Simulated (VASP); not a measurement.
# Hf (P6_3/mmc) in VASP: a series of runs

Hf is run at these levels: LDA; tasks: single point, relaxation of cell and atoms.

Program: VASP 6.6.1. These are calculated values, not measurements. Logs are shortened: lines on timing, memory, paths and dates and some standing lists are left out, and cuts for length are marked.

### 1 The cell of the first run

The structure is hexagonal, space group P6_3/mmc (No. 194). Conventional cell: a = 3.114 Å, b = 3.114 Å, c = 4.955 Å, α = 90.00°, β = 90.00°, γ = 120.00°. Within 4.0 Å of Hf (site symmetry -6m2) lie 12 Hf at 3.06 to 3.11 Å.

### 2 Single point, LDA

INCAR reads:

```
SYSTEM = Hf
  PREC = Accurate
  ENCUT = 520
  EDIFF = 1E-6
  ISMEAR = -1
  SIGMA = 0.05
  LREAL = .False.
  LASPH = .True.
  NELM = 80
  ALGO = Normal
  ISIF = 2
  LWAVE = .False.
  LCHARG = .True.
  LELF = .True.
  LVHAR = .True.
  NBANDS = 17
```

KPOINTS reads:

```
regular mesh
0
Gamma
  9 9 5
  0 0 0
```

POSCAR reads:

```
Hf
1.0
    3.1141172047      0.0000000000      0.0000000000
   -1.5570586024      2.6969046097      0.0000000000
    0.0000000000      0.0000000000      4.9549712171
Hf
2
Direct
    0.3333333333      0.6666666667      0.2500000000
    0.6666666667      0.3333333333      0.7500000000
```

Potentials or basis: VASP PAW LDA potentials, release 64 (Hf_pv).

Started as:

```sh
$ cat potpaw_LDA.64/Hf_pv/POTCAR > POTCAR
$ mpirun -np 1 vasp_std > vasp.out
```

OUTCAR:

```text
SYSTEM = Hf
   PREC = Accurate
   ENCUT = 520
   EDIFF = 1E-6
   ISMEAR = -1
   LREAL = .False.
   LASPH = .True.
   NELM = 80
   ISIF = 2

 ion  position               nearest neighbor table
   1  0.333  0.667  0.250-   2 3.06   2 3.06   2 3.06   2 3.06   2 3.06   2 3.06
   2  0.667  0.333  0.750-   1 3.06   1 3.06   1 3.06   1 3.06   1 3.06   1 3.06

  LATTYP: Found a hexagonal cell.
 ALAT       =     3.1141172047
 C/A-ratio  =     1.5911318975

  Lattice vectors:

 A1 = (   3.1141172047,   0.0000000000,   0.0000000000)
 A2 = (  -1.5570586024,   2.6969046097,   0.0000000000)
 A3 = (   0.0000000000,   0.0000000000,   4.9549712171)

Analysis of symmetry for initial positions (statically):
=====================================================================
 Subroutine PRICEL returns:
 Original cell was already a primitive cell.

 Routine SETGRP: Setting up the symmetry group for a
 hexagonal supercell.

 Subroutine GETGRP returns: Found 24 space group operations
 (whereof 12 operations were pure point group operations)
 out of a pool of 24 trial point group operations.

The static configuration has the point symmetry D_3d.
 The point group associated with its full space group is D_6h.

Analysis of symmetry for dynamics (positions and initial velocities):
=====================================================================
 Subroutine PRICEL returns:
 Original cell was already a primitive cell.

 Routine SETGRP: Setting up the symmetry group for a
 hexagonal supercell.

 Subroutine GETGRP returns: Found 24 space group operations
 (whereof 12 operations were pure point group operations)
 out of a pool of 24 trial point group operations.

The dynamic configuration has the point symmetry D_3d.
 The point group associated with its full space group is D_6h.

 Subroutine INISYM returns: Found 24 space group operations
 (whereof 12 operations are pure point group operations),
 and found     1 'primitive' translations

----------------------------------------------------------------------------------------

                                     Primitive cell

  volume of cell :      41.6142

  direct lattice vectors                    reciprocal lattice vectors
     3.114117205  0.000000000  0.000000000     0.321118293  0.185397733  0.000000000
    -1.557058602  2.696904610  0.000000000     0.000000000  0.370795465  0.000000000
     0.000000000  0.000000000  4.954971217     0.000000000  0.000000000  0.201817519

  length of vectors
     3.114117205  3.114117205  4.954971217     0.370795465  0.370795465  0.201817519

  position of ions in fractional coordinates (direct lattice)
     0.333333333  0.666666667  0.250000000
     0.666666667  0.333333333  0.750000000

  ion indices of the primitive-cell ions
   primitive index   ion index
                 1           1
                 2           2

----------------------------------------------------------------------------------------

 KPOINTS: regular mesh

Automatic generation of k-mesh.
 Grid dimensions read from file:
 generate k-points for:    9    9    5

 Generating k-lattice:

  Cartesian coordinates                     Fractional coordinates (reciprocal lattice)
     0.035679810  0.020599748  0.000000000     0.111111111  0.000000000  0.000000000
     0.000000000  0.041199496  0.000000000     0.000000000  0.111111111  0.000000000
     0.000000000  0.000000000  0.040363504     0.000000000  0.000000000  0.200000000

  Length of vectors
     0.041199496  0.041199496  0.040363504

  Shift w.r.t. Gamma in fractional coordinates (k-lattice)
     0.000000000  0.000000000  0.000000000

 Subroutine IBZKPT returns following result:
 ===========================================

 Found     36 irreducible k-points:

 Following reciprocal coordinates:
            Coordinates               Weight
  0.000000  0.000000  0.000000      1.000000
  0.111111 -0.000000  0.000000      6.000000
  0.222222 -0.000000  0.000000      6.000000
  0.333333 -0.000000  0.000000      6.000000
  0.444444 -0.000000  0.000000      6.000000
  0.111111  0.111111  0.000000      6.000000
[... 16 lines left out ...]
  0.333333  0.222222  0.200000     24.000000
  0.333333  0.333333  0.200000      4.000000
 [... further k-points ...]
   k-points           NKPTS =     36   k-points in BZ     NKDIM =     36   number of bands    NBANDS=     17
   number of dos      NEDOS =    301   number of ions     NIONS =      2
   total plane-waves  NPLWV =  23040
   dimension x,y,z NGX =    24 NGY =   24 NGZ =   40
   dimension x,y,z NGXF=    48 NGYF=   48 NGZF=   80
   ions per type =               2
   NGX,Y,Z   is equivalent  to a cutoff of  12.81, 12.81, 13.42 a.u.
   NGXF,Y,Z  is equivalent  to a cutoff of  25.62, 25.62, 26.84 a.u.
 SYSTEM =  Hf
   PREC   = accura    normal or accurate (medium, high low for compatibility)
   ISTART =      0    job   : 0-new  1-cont  2-samecut
   ICHARG =      2    charge: 1-file 2-atom 10-const
   ISPIN  =      1    spin polarized calculation?
   LNONCOLLINEAR =      F non collinear calculations
   LSORBIT =      F    spin-orbit coupling
   LASPH  =      T    aspherical Exc in radial PAW
   ENCUT  =  520.0 eV  38.22 Ry    6.18 a.u.   5.79  5.79  9.21*2*pi/ulx,y,z
   NELM   =     80;   NELMIN=  2; NELMDL= -5     # of ELM steps
   EDIFF  = 0.1E-05   stopping-criterion for ELM
   LREAL  =      F    real-space projection
   EDIFFG = 0.1E-04   stopping-criterion for IOM
   NSW    =      0    number of steps for IOM
   IBRION =     -1    ionic relax: 0-MD 1-quasi-New 2-CG
   NFREE  =      0    steps in history (QN), initial steepest desc. (CG)
   ISIF   =      2    stress and relaxation
   ISYM   =      2    0-nonsym 1-usesym 2-fastsym
   POTIM  = 0.5000    time-step for ionic-motion
   TEBEG  =    0.0;   TEEND  =   0.0 temperature during run
   PSTRESS=    0.0 pullay stress
   NELECT =      20.0000    total number of electrons
   NUPDOWN=      -1.0000    fix difference up-down
   EMIN   =  10.00;   EMAX   =-10.00  energy-range for DOS
   EFERMI =   0.00;   METHOD = LEGACY
   ISMEAR =    -1;   SIGMA  =   0.05  broadening in eV -4-tet -1-fermi 0-gaus
   EFERMI_NEDOS =   21; number of points for ismear=-14 and -15
   IALGO  =     38    algorithm
   IMIX   =      4    mixing-type and parameters
     AMIX     =   0.40;   BMIX     =  1.00
     AMIX_MAG =   1.60;   BMIX_MAG =  1.00
  volume/ion in A,a.u.               =      20.81       140.41
  Fermi-wavevector in a.u.,A,eV,Ry     =   1.282343  2.423277 22.373476  1.644404
  Thomas-Fermi vector in A             =   2.414660
   LORBIT       =      0    0 simple, 1 ext, 2 COOP (PROOUT), +10 PAW based schemes
   GGA     = CA    functional components
   LHFCALC =     F    Hartree Fock is set to
   AEXX    =    0.0000 exact exchange contribution
   IVDW    =     0    specifies the selected vdW correction
   LEPSILON=     F    determine dielectric tensor
   LRPA    =     F    only Hartree local field effects (RPA)
 non-spin polarized calculation
  energy-cutoff  :      520.00
  volume of cell :       41.61
 maximum number of plane-waves:      1134
 NGX is ok and might be reduce to    24
   NGX = 11   NGY = 11   NGZ = 19

 number of electron      19.9999997 magnetization

 Free energy of the ion-electron system (eV)
  ---------------------------------------------------
  ext. energy  EPLUGINS =         0.00000000
  ---------------------------------------------------
  free energy    TOTEN  =       -21.40366981 eV

  energy without entropy =      -21.39194017  energy(sigma->0) =      -21.39780499

 E-fermi :   5.3494     XC(G=0): -11.8048

 val. band max:        5.2896361147   @ k =   0.0000   0.0000   0.4000
 cond. band min:       5.3809393986   @ k =   0.2222   0.2222   0.4000
 fundamental gap:      0.0913032839
 Fermi energy:         5.3494020187

 k-point     1 :       0.0000    0.0000    0.0000
  band No.  band energies     occupation
      1     -25.5902      2.00000
      2     -24.6287      2.00000
      3     -24.6287      2.00000
      4     -24.4779      2.00000
      5     -24.4697      2.00000
      6     -24.4697      2.00000
[... 9 lines left out ...]
     16       8.0543      0.00000
     17      10.9658      0.00000

 k-point     2 :       0.1111   -0.0000    0.0000
  band No.  band energies     occupation
      1     -25.5493      2.00000
      2     -24.7186      2.00000
      3     -24.6581      2.00000
      4     -24.5639      2.00000
      5     -24.4963      2.00000
      6     -24.4818      2.00000
[... 9 lines left out ...]
     16       7.6962      0.00000
     17      11.2588      0.00000

 k-point     3 :       0.2222   -0.0000    0.0000
  band No.  band energies     occupation
      1     -25.4364      2.00000
      2     -24.9454      2.00000
      3     -24.7906      2.00000
      4     -24.7288      2.00000
      5     -24.5518      2.00000
      6     -24.5155      2.00000
[... 9 lines left out ...]
     16       8.7437      0.00000
     17      11.7432      0.00000

 k-point     4 :       0.3333   -0.0000    0.0000
  band No.  band energies     occupation
      1     -25.2809      2.00000
      2     -25.2011      2.00000
      3     -25.0307      2.00000
      4     -24.8046      2.00000
      5     -24.6416      2.00000
      6     -24.5568      2.00000
[... 9 lines left out ...]
     16      10.2682      0.00000
     17      12.0633      0.00000
[... 343 lines left out ...]
      1     -25.3063      2.00000
      2     -25.2086      2.00000
      3     -24.9689      2.00000
      4     -24.9107      2.00000
      5     -24.7204      2.00000
      6     -24.6446      2.00000
[... 9 lines left out ...]
     16      11.0926      0.00000
     17      12.2730      0.00000

 k-point    23 :       0.3333    0.2222    0.2000
  band No.  band energies     occupation
      1     -25.3271      2.00000
      2     -25.2302      2.00000
      3     -25.0592      2.00000
      4     -24.8923      2.00000
      5     -24.8131      2.00000
      6     -24.7061      2.00000
[... 9 lines left out ...]
     16      11.7817      0.00000
     17      12.5431      0.00000

 k-point    24 :       0.3333    0.3333    0.2000
  band No.  band energies     occupation
      1     -25.2123      2.00000
      2     -25.2057      2.00000
      3     -25.2057      2.00000
      4     -24.9255      2.00000
      5     -24.7885      2.00000
      6     -24.7885      2.00000
[... 9 lines left out ...]
     16      10.9605      0.00000
     17      12.0370      0.00000

 [... further k-points ...]
[... 5 lines left out ...]
  --------------------------------------------------------------------------------------
  -------------------------------------------------------------------------------------
  Total        0.0226620      0.0226620      0.0363077     -0.0000000     -0.0000000     -0.0000000
  in kB        0.8725029      0.8725029      1.3978714     -0.0000000     -0.0000000     -0.0000000
  external PRESSURE =       1.0476258 kB  Pullay stress =       0.0000000 kB

 VOLUME and BASIS-vectors are now :
 -----------------------------------------------------------------------------
  energy-cutoff  :      520.00
  volume of cell :       41.61
      direct lattice vectors                 reciprocal lattice vectors
     3.114117205  0.000000000  0.000000000     0.321118293  0.185397733  0.000000000
    -1.557058602  2.696904610  0.000000000     0.000000000  0.370795465  0.000000000
     0.000000000  0.000000000  4.954971217     0.000000000  0.000000000  0.201817519

 POSITION                                       TOTAL-FORCE (eV/Angst)
 -----------------------------------------------------------------------------------
     -0.00000      1.79794      1.23874        -0.000000      0.000000      0.000000
      1.55706      0.89897      3.71623         0.000000      0.000000      0.000000
 -----------------------------------------------------------------------------------
    total drift:                               -0.000000      0.000000     -0.000000

  FREE ENERGIE OF THE ION-ELECTRON SYSTEM (eV)
  ---------------------------------------------------
  free  energy   TOTEN  =       -21.4036698133 eV

  energy  without entropy=      -21.3919401663  energy(sigma->0) =      -21.39780499
```

It took 12 s on 1 thread of Intel Xeon Platinum 8488C (Sapphire Rapids), shared host; peak memory 0.15 GiB.

Results:

```yaml
Free_energy: -21.4037 eV
Pressure: 0.1 GPa
Band_gap_on_the_k_mesh: zero (bands 10 and 11 overlap by 1.46 eV)
```

Caveat: spin-orbit coupling is left out, which moves the levels of the heavy elements.

### 3 Relaxation of cell and atoms, LDA

This run uses another cell than the first one, of 22.38 Å³/atom.

INCAR reads:

```
SYSTEM = Hf
  ALGO = Normal
  EDIFF = 1E-7
  EDIFFG = -0.02
  ENCUT = 600
  GGA = CA
  IBRION = 2
  ISIF = 3
  ISMEAR = -1
  LASPH = .TRUE.
  LCHARG = .FALSE.
  LREAL = .FALSE.
  LWAVE = .FALSE.
  NELM = 100
  NSW = 80
  PREC = Accurate
  SIGMA = 0.05
```

KPOINTS reads:

```
k-points
0
G
  9 9 5
  0 0 0
```

POSCAR reads:

```
Hf
1.0
    3.1967000000      0.0000000000      0.0000000000
   -1.5983500000      2.7684234100      0.0000000000
    0.0000000000      0.0000000000      5.0578000000
Hf
2
Direct
    0.3333333300      0.6666666700      0.2500000000
    0.6666666700      0.3333333300      0.7500000000
```

Potentials or basis: VASP PAW LDA potentials, release 64 (Hf_pv).

Started as:

```sh
$ cat potpaw_LDA.64/Hf_pv/POTCAR > POTCAR
$ mpirun -np 1 vasp_std > vasp.out
```

It took 93 s on 1 thread of Intel Xeon Platinum 8488C (Sapphire Rapids), shared host; peak memory 0.18 GiB.

It converged, with:

```yaml
Free_energy: -21.4042 eV
Relaxed_volume: 20.83 Å³/atom
Relaxed_cell: a = 3.115 Å, b = 3.115 Å, c = 4.957 Å, α = 90.00°, β = 90.00°, γ = 120.00°
Space_group_after_relaxing_to_0.1_Å: P6_3/mmc (No. 194)
Energy_gained_by_relaxing: 39.6 meV/atom
Ionic_steps: 9
Pressure_after_relaxing: 0.0 GPa
Band_gap_on_the_k_mesh: zero (bands 10 and 11 overlap by 1.46 eV)
```

The path:
```
step  energy change (eV)  largest force (eV/Å)  pressure (GPa)  volume (Å³)
   1              0.0000                0.0000           -7.75        44.76
   2              0.0554                0.0000           12.78        38.11
   3             -0.0785                0.0000           -0.21        41.74
   4             -0.0786                0.0000           -0.01        41.68
   5             -0.0785                0.0000            0.16        41.62
   6             -0.0791                0.0000            0.18        41.59
   7             -0.0791                0.0000            0.18        41.59
   8             -0.0791                0.0000           -0.21        41.72
   9             -0.0791                0.0000            0.00        41.65
```

Final structure:
```
Hf
1.0
     3.11488    0.00000    0.00000
    -1.55744    2.69757    0.00000
     0.00000    0.00000    4.95711
Hf
2
Direct
  0.33333 0.66667 0.25000
  0.66667 0.33333 0.75000
```

Levels at points of the mesh, in eV from the Fermi level:
| k point | band 7 | band 8 | band 9 | band 10 | band 11 | band 12 | band 13 | band 14 |
| --- | --- | --- | --- | --- | --- | --- | --- | --- |
| (0.00, 0.00, 0.00) | -7.59 | -3.98 | 0.99 | 1.10 | 1.10 | 1.33 | 1.98 | 1.98 |

Caveat: spin-orbit coupling is left out, which moves the levels of the heavy elements. Zero-point motion and thermal expansion aren't in these numbers.

The gap in the log of VASP goes by the Fermi energy; the results here count the filled bands.